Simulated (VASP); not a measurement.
Runs of VASP 6.6.1 on Li2S. The structure is that of space group Fm-3m (No. 225), or close to it. The cells are those of the table. 

```tsv
cell	gap on the mesh (eV)	pressure (GPa)
a = 4.050 Å, angles 60.0°, 3 atoms	3.40	(a)
a = 4.044 Å, angles 60.0°, 3 atoms	3.40	-0.4
a = 4.061 Å, angles 60.0°, 3 atoms	3.40	-0.9
a = 4.088 Å, angles 60.0°, 3 atoms	(c)	-1.6
a = 4.007 Å, angles 60.0°, 3 atoms	3.38	0.7
a = 3.980 Å, angles 60.0°, 3 atoms	3.36	(b)
a = 4.035 Å, angles 60.0°, 3 atoms	3.39	(d)
```

Alike in all rows: task single point; level PBE; potentials or basis VASP PAW PBE potentials, release 64 (Li_sv, S); no spin polarisation; k mesh 10 × 10 × 10; cutoff (eV) 750; smearing gaussian 0.05 eV.

Task: Estimate the missing entries.

Result: (a) -0.6; (b) 1.7; (c) 3.41; (d) -0.1.

A k mesh can miss the band edges.
